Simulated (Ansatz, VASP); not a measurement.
# One calculation of TeRu, two programs

The input INCAR:

```
ALGO = Normal ; EDIFF = 1E-6
ENCUT = 520 ; GGA = PS
ISIF = 2 ; ISMEAR = 0
ISPIN = 2 ; LASPH = T
LCHARG = T ; LDAU = T
LDAUJ = 0 0 ; LDAUL = 2 -1
LDAUPRINT = 1 ; LDAUTYPE = 2
LDAUU = 4 0 ; LELF = T
LMAXMIX = 4 ; LORBIT = 11
LREAL = F ; LVHAR = T
LWAVE = F ; MAGMOM = 1 0
NBANDS = 21 ; NELM = 150
PREC = Accurate ; SIGMA = 0.05
```

File KPOINTS:

```
k-points
0
Gamma
  6 6 5
```

Contents of POSCAR:

```
TeRu
1.0
    3.7950828900      0.0000000000      0.0000000000
   -1.8975414500      3.2866381900      0.0000000000
    0.0000000000      0.0000000000      3.7038128800
Ru Te
1 1
Direct
    0.0000000000      0.0000000000      0.0000000000
    0.6666666667      0.3333333333      0.5000000000
```

input.yaml

```yaml
crystal:
  lattice:
    - [3.79508289, 0.0, 0.0]
    - [-1.89754145, 3.28663819, 0.0]
    - [0.0, 0.0, 3.70381288]
  atoms:
    - { symbol: Ru, position: [0.0, 0.0, 0.0], spin: 1.0 }
    - { symbol: Te, position: [0.6666666667, 0.3333333333, 0.5] }
kpoints:
  mp_grid: { grid: [6, 6, 5] }
scf:
  occupations: { method: gaussian, width: 0.05 }
hamiltonian:
  xc: pbesol
  pseudopotentials: { kind: all_electron, lapw: { basis_error: 0.001 } }
  hubbard:
    sites: [{ species: Ru, l: d, u_eff: 4 }]
    double_counting: fll
    projectors: ortho-atomic
magnetization:
  spin_polarized: true
output:
  forces: true
  stress: true
  eigenvalues: true
  hubbard: {}
```

Alike in both runs: task single point; functional PBEsol; k mesh 6 × 6 × 5; occupations gaussian, width 0.05 eV; collinear spin; Hubbard terms Ru d U = 4.0 eV.

```csv
,VASP,Ansatz
version,VASP 6.6.1,Ansatz 0.2.0
potentials or method,"VASP PAW PBE potentials, release 64 (Ru_pv, Te), cutoff 520 eV","all-electron LAPW, scalar-relativistic"
```

|  | VASP | Ansatz | Ansatz less VASP |
| --- | --- | --- | --- |
| gap on the k mesh at the Fermi level (eV) | none | none | - |
| pressure (GPa) | -9.5 | -10.6 | -1.12 |
| traceless stress, the component that is largest in VASP (GPa) | -2.91 | -3.31 | -0.400 |
| net moment per atom (μB) | 1.16 | 0.86 | -0.305 |
| size of the moment on the site where the two differ most (μB) | 2.23 | 1.71 | -0.518 |

The net moments are unlike, so the other rows may belong to different states. VASP's potentials were made for PBE, not for PBEsol. Site moments also hang on the region over which each program counts them. The programs project onto different local orbitals, so the same U acts differently, and such runs can settle in different states. A gap of «none» marks a metal or a gap that the smearing closes. Ansatz ran all-electron here, and VASP with PAW potentials.

Spin-orbit coupling is off throughout. Noted on Ansatz's run: the k mesh is thin for a metal, which can move the energy by tens of meV per atom; U is the effective U less J, on atomic orbitals that reach past the spheres.
